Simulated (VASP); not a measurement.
# LiCl (Fm-3m) in VASP: notebook

The runs below take LiCl through single point, with r2SCAN, HSE06, r2SCAN50, PBE-based global hybrid.

Program: VASP 6.6.1. These are calculated values, not measurements. Logs are shortened: lines on timing, memory, paths and dates and some standing lists are left out, and cuts for length are marked.

## Step 1: The cell of the first run

The structure is cubic, space group Fm-3m (No. 225). Conventional cell: a = 5.112 Å, b = 5.112 Å, c = 5.112 Å, α = 90.00°, β = 90.00°, γ = 90.00°. Within 3.4 Å of Li (site symmetry m-3m) lie 6 Cl at 2.56 Å. Cl (site symmetry m-3m) has 6 Li at 2.56 Å within 3.4 Å.

## Step 2: Single point, r2SCAN

Contents of POSCAR:

```
LiCl
1.0
    0.0000000000      2.5560252063      2.5560252063
    2.5560252063      0.0000000000      2.5560252063
    2.5560252063      2.5560252063      0.0000000000
Li Cl
1 1
Direct
    0.0000000000      0.0000000000      0.0000000000
    0.5000000000      0.5000000000      0.5000000000
```

Contents of INCAR.step1:

```
SYSTEM = LiCl
PREC     = Accurate       ! precision mode
ENCUT    = 520            ! plane-wave cutoff, eV
ISMEAR   = 0              ! smearing method
SIGMA    = 0.01           ! smearing width, eV
LREAL    = .FALSE.        ! projectors in reciprocal space
LASPH    = .TRUE.         ! aspherical terms in the spheres
NELM     = 80             ! most SCF steps
NBANDS   = 12             ! bands
ISYM     = 0            
GGA      = PE             ! functional
ALGO     = Normal         ! electronic algorithm
EDIFF    = 1E-4           ! SCF threshold, eV
LWAVE    = .TRUE.         ! write WAVECAR
LCHARG   = .FALSE.        ! write CHGCAR
```

Contents of INCAR.step2:

```
SYSTEM = LiCl
PREC     = Accurate       ! precision mode
ENCUT    = 520            ! plane-wave cutoff, eV
EDIFF    = 1E-6           ! SCF threshold, eV
ISMEAR   = 0              ! smearing method
SIGMA    = 0.01           ! smearing width, eV
LREAL    = .FALSE.        ! projectors in reciprocal space
LASPH    = .TRUE.         ! aspherical terms in the spheres
NELM     = 80             ! most SCF steps
ALGO     = Normal         ! electronic algorithm
ISIF     = 2              ! what is computed and relaxed
LWAVE    = .FALSE.        ! write WAVECAR
LCHARG   = .FALSE.        ! write CHGCAR
METAGGA  = R2SCAN         ! meta-GGA
LMIXTAU  = .TRUE.       
NBANDS   = 12             ! bands
ISYM     = 0            
ISTART   = 1
```

Contents of KPOINTS:

```
regular mesh
0
G
  6 6 6
  0 0 0
```

Potentials or basis: VASP PAW PBE potentials, release 64 (Li_sv, Cl).

The run is started by

```sh
$ cat potpaw_PBE.64/Li_sv/POTCAR potpaw_PBE.64/Cl/POTCAR > POTCAR
$ cp INCAR.step1 INCAR
$ mpirun -np 1 vasp_std > vasp.out
$ cp INCAR.step2 INCAR
$ mpirun -np 1 vasp_std > vasp.out
```

OUTCAR:

```text
SYSTEM = LiCl
   PREC = Accurate
   ENCUT = 520
   EDIFF = 1E-6
   ISMEAR = 0
   LREAL = .FALSE.
   LASPH = .TRUE.
   NELM = 80
   ISIF = 2
   METAGGA = R2SCAN
   ISYM = 0
   ISTART = 1

 ion  position               nearest neighbor table
   1  0.000  0.000  0.000-   2 2.56   2 2.56   2 2.56   2 2.56   2 2.56   2 2.56
   2  0.500  0.500  0.500-   1 2.56   1 2.56   1 2.56   1 2.56   1 2.56   1 2.56

IMPORTANT INFORMATION: All symmetrisations will be switched off!
NOSYMM: (Re-)initialisation of all symmetry stuff for point group C_1.

----------------------------------------------------------------------------------------

                                     Primitive cell

  volume of cell :      33.3984

  direct lattice vectors                    reciprocal lattice vectors
     0.000000000  2.556025206  2.556025206    -0.195616224  0.195616224  0.195616224
     2.556025206  0.000000000  2.556025206     0.195616224 -0.195616224  0.195616224
     2.556025206  2.556025206  0.000000000     0.195616224  0.195616224 -0.195616224

  length of vectors
     3.614765513  3.614765513  3.614765513     0.338817239  0.338817239  0.338817239

  position of ions in fractional coordinates (direct lattice)
     0.000000000  0.000000000  0.000000000
     0.500000000  0.500000000  0.500000000

  ion indices of the primitive-cell ions
   primitive index   ion index
                 1           1
                 2           2

----------------------------------------------------------------------------------------

 KPOINTS: regular mesh

Automatic generation of k-mesh.
 Grid dimensions read from file:
 generate k-points for:    6    6    6

 Generating k-lattice:

  Cartesian coordinates                     Fractional coordinates (reciprocal lattice)
    -0.032602704  0.032602704  0.032602704     0.166666667  0.000000000  0.000000000
     0.032602704 -0.032602704  0.032602704     0.000000000  0.166666667  0.000000000
     0.032602704  0.032602704 -0.032602704     0.000000000  0.000000000  0.166666667

  Length of vectors
     0.056469540  0.056469540  0.056469540

  Shift w.r.t. Gamma in fractional coordinates (k-lattice)
     0.000000000  0.000000000  0.000000000

 Subroutine IBZKPT returns following result:
 ===========================================

 Found    112 irreducible k-points:

 Following reciprocal coordinates:
            Coordinates               Weight
  0.000000  0.000000  0.000000      1.000000
  0.166667  0.000000  0.000000      2.000000
  0.000000  0.166667  0.000000      2.000000
  0.000000  0.000000  0.166667      2.000000
  0.166667  0.166667  0.166667      2.000000
  0.333333  0.000000  0.000000      2.000000
[... 16 lines left out ...]
  0.166667 -0.166667 -0.166667      2.000000
  0.333333  0.333333  0.166667      2.000000
 [... further k-points ...]
   k-points           NKPTS =    112   k-points in BZ     NKDIM =    112   number of bands    NBANDS=     12
   number of dos      NEDOS =    301   number of ions     NIONS =      2
   total plane-waves  NPLWV =  21952
   dimension x,y,z NGX =    28 NGY =   28 NGZ =   28
   dimension x,y,z NGXF=    56 NGYF=   56 NGZF=   56
   ions per type =               1   1
   NGX,Y,Z   is equivalent  to a cutoff of  12.88, 12.88, 12.88 a.u.
   NGXF,Y,Z  is equivalent  to a cutoff of  25.75, 25.75, 25.75 a.u.
 SYSTEM =  LiCl
   PREC   = accura    normal or accurate (medium, high low for compatibility)
   ISTART =      1    job   : 0-new  1-cont  2-samecut
   ICHARG =      0    charge: 1-file 2-atom 10-const
   ISPIN  =      1    spin polarized calculation?
   LNONCOLLINEAR =      F non collinear calculations
   LSORBIT =      F    spin-orbit coupling
   LASPH  =      T    aspherical Exc in radial PAW
   ENCUT  =  520.0 eV  38.22 Ry    6.18 a.u.   6.72  6.72  6.72*2*pi/ulx,y,z
   NELM   =     80;   NELMIN=  2; NELMDL=  0     # of ELM steps
   EDIFF  = 0.1E-05   stopping-criterion for ELM
   LREAL  =      F    real-space projection
   EDIFFG = 0.1E-04   stopping-criterion for IOM
   NSW    =      0    number of steps for IOM
   IBRION =     -1    ionic relax: 0-MD 1-quasi-New 2-CG
   NFREE  =      0    steps in history (QN), initial steepest desc. (CG)
   ISIF   =      2    stress and relaxation
   ISYM   =      0    0-nonsym 1-usesym 2-fastsym
   POTIM  = 0.5000    time-step for ionic-motion
   TEBEG  =    0.0;   TEEND  =   0.0 temperature during run
   PSTRESS=    0.0 pullay stress
   NELECT =      10.0000    total number of electrons
   NUPDOWN=      -1.0000    fix difference up-down
   EMIN   =  10.00;   EMAX   =-10.00  energy-range for DOS
   EFERMI =   0.00;   METHOD = LEGACY
   ISMEAR =     0;   SIGMA  =   0.01  broadening in eV -4-tet -1-fermi 0-gaus
   EFERMI_NEDOS =   21; number of points for ismear=-14 and -15
   IALGO  =     38    algorithm
   IMIX   =      4    mixing-type and parameters
     AMIX     =   0.40;   BMIX     =  1.00
     AMIX_MAG =   1.60;   BMIX_MAG =  1.00
  volume/ion in A,a.u.               =      16.70       112.69
  Fermi-wavevector in a.u.,A,eV,Ry     =   1.095216  2.069658 16.320156  1.199498
  Thomas-Fermi vector in A             =   2.231535
   LORBIT       =      0    0 simple, 1 ext, 2 COOP (PROOUT), +10 PAW based schemes
   METAGGA = R2SCAN    functional components
   LHFCALC =     F    Hartree Fock is set to
   AEXX    =    0.0000 exact exchange contribution
   IVDW    =     0    specifies the selected vdW correction
   LEPSILON=     F    determine dielectric tensor
   LRPA    =     F    only Hartree local field effects (RPA)
 non-spin polarized calculation
 Gauss-broadening in eV      SIGMA  =   0.01
  energy-cutoff  :      520.00
  volume of cell :       33.40
 maximum number of plane-waves:       934
   NGX = 13   NGY = 13   NGZ = 13

 number of electron      10.0000003 magnetization

 Free energy of the ion-electron system (eV)
  ---------------------------------------------------
  ext. energy  EPLUGINS =         0.00000000
  ---------------------------------------------------
  free energy    TOTEN  =       -12.58809632 eV

  energy without entropy =      -12.58809632  energy(sigma->0) =      -12.58809632

 E-fermi :   0.3286     XC(G=0):  -9.2109

 val. band max:        0.2665498576   @ k =   0.0000   0.0000   0.0000
 cond. band min:       7.6268535937   @ k =   0.0000   0.0000   0.0000
 fundamental gap:      7.3603037361
 Fermi energy:         0.3286101368

 k-point     1 :       0.0000    0.0000    0.0000
  band No.  band energies     occupation
      1     -44.5316      2.00000
      2     -13.7542      2.00000
      3       0.2665      2.00000
      4       0.2665      2.00000
      5       0.2665      2.00000
      6       7.6269      0.00000
      7      12.9371      0.00000
      8      12.9371      0.00000
      9      12.9372      0.00000
     10      15.6738      0.00000
     11      15.6738      0.00000
     12      16.1898      0.00000

 k-point     2 :       0.1667    0.0000    0.0000
  band No.  band energies     occupation
      1     -44.5310      2.00000
      2     -13.6176      2.00000
      3      -0.5987      2.00000
      4       0.1914      2.00000
      5       0.1914      2.00000
      6       8.2845      0.00000
      7      11.9992      0.00000
      8      12.6274      0.00000
      9      12.6277      0.00000
     10      14.3110      0.00000
     11      14.3111      0.00000
     12      16.7953      0.00000

 k-point     3 :       0.0000    0.1667    0.0000
  band No.  band energies     occupation
      1     -44.5310      2.00000
      2     -13.6176      2.00000
      3      -0.5987      2.00000
      4       0.1914      2.00000
      5       0.1914      2.00000
      6       8.2845      0.00000
      7      11.9992      0.00000
      8      12.6274      0.00000
      9      12.6277      0.00000
     10      14.3110      0.00000
     11      14.3111      0.00000
     12      16.7953      0.00000

 k-point     4 :       0.0000    0.0000    0.1667
  band No.  band energies     occupation
      1     -44.5310      2.00000
      2     -13.6176      2.00000
      3      -0.5987      2.00000
      4       0.1914      2.00000
      5       0.1914      2.00000
      6       8.2845      0.00000
      7      11.9992      0.00000
      8      12.6274      0.00000
      9      12.6277      0.00000
     10      14.3110      0.00000
     11      14.3111      0.00000
     12      16.7953      0.00000

 k-point     5 :       0.1667    0.1667    0.1667
  band No.  band energies     occupation
      1     -44.5310      2.00000
      2     -13.6176      2.00000
      3      -0.5987      2.00000
      4       0.1914      2.00000
      5       0.1914      2.00000
      6       8.2846      0.00000
      7      11.9991      0.00000
      8      12.6275      0.00000
      9      12.6275      0.00000
     10      14.3109      0.00000
     11      14.3109      0.00000
     12      16.7961      0.00000
[... 228 lines left out ...]
      1     -44.5296      2.00000
      2     -13.3169      2.00000
      3      -1.6232      2.00000
      4      -0.2926      2.00000
      5      -0.2666      2.00000
      6       9.3686      0.00000
      7      10.7433      0.00000
      8      11.2838      0.00000
      9      12.6308      0.00000
     10      14.7415      0.00000
     11      17.1581      0.00000
     12      18.7728      0.00000

 k-point    22 :       0.1667    0.3333    0.0000
  band No.  band energies     occupation
      1     -44.5296      2.00000
      2     -13.3169      2.00000
      3      -1.6232      2.00000
      4      -0.2926      2.00000
      5      -0.2666      2.00000
      6       9.3683      0.00000
      7      10.7433      0.00000
      8      11.2840      0.00000
      9      12.6310      0.00000
     10      14.7414      0.00000
     11      17.1582      0.00000
     12      18.7722      0.00000

 k-point    23 :       0.1667   -0.1667   -0.1667
  band No.  band energies     occupation
      1     -44.5296      2.00000
      2     -13.3169      2.00000
      3      -1.6232      2.00000
      4      -0.2926      2.00000
      5      -0.2666      2.00000
      6       9.3684      0.00000
      7      10.7434      0.00000
      8      11.2838      0.00000
      9      12.6307      0.00000
     10      14.7418      0.00000
     11      17.1582      0.00000
     12      18.7723      0.00000

 k-point    24 :       0.3333    0.3333    0.1667
  band No.  band energies     occupation
      1     -44.5296      2.00000
      2     -13.3169      2.00000
      3      -1.6232      2.00000
      4      -0.2926      2.00000
      5      -0.2666      2.00000
      6       9.3686      0.00000
      7      10.7433      0.00000
      8      11.2838      0.00000
      9      12.6308      0.00000
     10      14.7415      0.00000
     11      17.1581      0.00000
     12      18.7728      0.00000

 [... further k-points ...]
[... 5 lines left out ...]
  --------------------------------------------------------------------------------------
  -------------------------------------------------------------------------------------
  Total       -0.0977243     -0.0977244     -0.0977244      0.0001389      0.0001389      0.0001389
  in kB       -4.6880026     -4.6880052     -4.6880063      0.0066628      0.0066649      0.0066634
  external PRESSURE =      -4.6880047 kB  Pullay stress =       0.0000000 kB

 VOLUME and BASIS-vectors are now :
 -----------------------------------------------------------------------------
  energy-cutoff  :      520.00
  volume of cell :       33.40
      direct lattice vectors                 reciprocal lattice vectors
     0.000000000  2.556025206  2.556025206    -0.195616224  0.195616224  0.195616224
     2.556025206  0.000000000  2.556025206     0.195616224 -0.195616224  0.195616224
     2.556025206  2.556025206  0.000000000     0.195616224  0.195616224 -0.195616224

 POSITION                                       TOTAL-FORCE (eV/Angst)
 -----------------------------------------------------------------------------------
      0.00000      0.00000      0.00000        -0.000000     -0.000000      0.000000
      2.55603      2.55603      2.55603         0.000000      0.000000     -0.000000
 -----------------------------------------------------------------------------------
    total drift:                               -0.000000     -0.000000      0.000000

  FREE ENERGIE OF THE ION-ELECTRON SYSTEM (eV)
  ---------------------------------------------------
  free  energy   TOTEN  =       -12.5880963165 eV

  energy  without entropy=      -12.5880963165  energy(sigma->0) =      -12.58809632
```

Wall time 4.5 min (1 thread of AMD EPYC 7R43 (Zen 3), shared host); peak memory 0.15 GiB.

What came out:

* Free energy: -12.5881 eV
* Band gap on the k mesh: 7.36 eV, direct

Levels at points of the mesh, in eV from the valence-band top:
```csv
k point,band 2,band 3,band 4,band 5,band 6,band 7,band 8,band 9
"(0.00, 0.00, 0.00)",-14.02,0.00,0.00,0.00,7.36,12.67,12.67,12.67
"(0.50, 0.00, 0.00)",-13.42,-2.88,-0.28,-0.28,7.55,10.32,10.32,14.32
"(0.00, 0.50, 0.00)",-13.42,-2.88,-0.28,-0.28,7.55,10.32,10.32,14.32
"(0.00, 0.00, 0.50)",-13.42,-2.88,-0.28,-0.28,7.55,10.32,10.32,14.32
"(0.50, 0.50, 0.50)",-13.42,-2.88,-0.28,-0.28,7.55,10.32,10.32,14.32
"(0.50, 0.50, 0.00)",-13.17,-2.98,-1.14,-1.14,8.79,8.91,13.67,15.50
"(0.00, 0.50, 0.50)",-13.17,-2.98,-1.14,-1.14,8.79,8.91,13.67,15.50
"(0.50, 0.00, 0.50)",-13.17,-2.98,-1.14,-1.14,8.79,8.91,13.67,15.50
```

Caveat: the cutoff is under 1.25 times the usual one of these potentials, so pressure, stress and relaxed cells hold a basis-set (Pulay) error; the PAW data sets were made with another functional, which shifts forces and pressure a little.

## Step 3: Single point, HSE06

POSCAR is that of step 2.

Contents of INCAR.step1:

```
PREC = Accurate
ENCUT = 520
EDIFF = 1E-5
ISMEAR = 0
SIGMA = 0.01
LREAL = False
LASPH = True
NELM = 100
ALGO = Normal
ISIF = 2
LWAVE = True
LCHARG = False
GGA = PE
NBANDS = 12
```

Contents of INCAR.step2:

```
PREC = Accurate
ENCUT = 520
EDIFF = 1E-6
ISMEAR = 0
SIGMA = 0.01
LREAL = False
LASPH = True
NELM = 100
ALGO = Normal
ISIF = 2
LWAVE = False
LCHARG = False
GGA = PE
LHFCALC = True
HFSCREEN = 0.2079
PRECFOCK = Normal
ISTART = 1
NBANDS = 12
```

Contents of KPOINTS:

```
regular mesh
0
Gamma
  4 4 4
```

Potentials or basis: VASP PAW PBE potentials, release 64 (Li_sv, Cl).

The run is started by

```sh
$ cat potpaw_PBE.64/Li_sv/POTCAR potpaw_PBE.64/Cl/POTCAR > POTCAR
$ cp INCAR.step1 INCAR
$ mpirun -np 1 vasp_std > vasp.out
$ cp INCAR.step2 INCAR
$ mpirun -np 1 vasp_std > vasp.out
```

It took 2.5 min on 1 thread of AMD EPYC 7R43 (Zen 3), shared host; peak memory 0.21 GiB.

The run converged. Its results:

```yaml
Free_energy: -8.4539 eV
Band_gap_on_the_k_mesh: 7.80 eV, direct
```

Levels at points of the mesh, in eV from the valence-band top:
| k point | band 3 | band 4 | band 5 | band 6 | band 7 | band 8 |
| --- | --- | --- | --- | --- | --- | --- |
| (0.00, 0.00, 0.00) | 0.00 | 0.00 | 0.00 | 7.80 | 13.47 | 13.47 |
| (0.50, 0.00, 0.00) | -3.09 | -0.29 | -0.29 | 8.14 | 11.00 | 11.00 |
| (0.50, 0.50, 0.00) | -3.16 | -1.21 | -1.21 | 9.32 | 9.61 | 14.23 |

Caveat: the k points lie up to 0.53 Å⁻¹ apart; the cutoff is under 1.25 times the usual one of these potentials, so pressure, stress and relaxed cells hold a basis-set (Pulay) error; the PAW data sets were made with another functional, which shifts forces and pressure a little. A k mesh can miss the band edges.

[end of part 1 of 2]
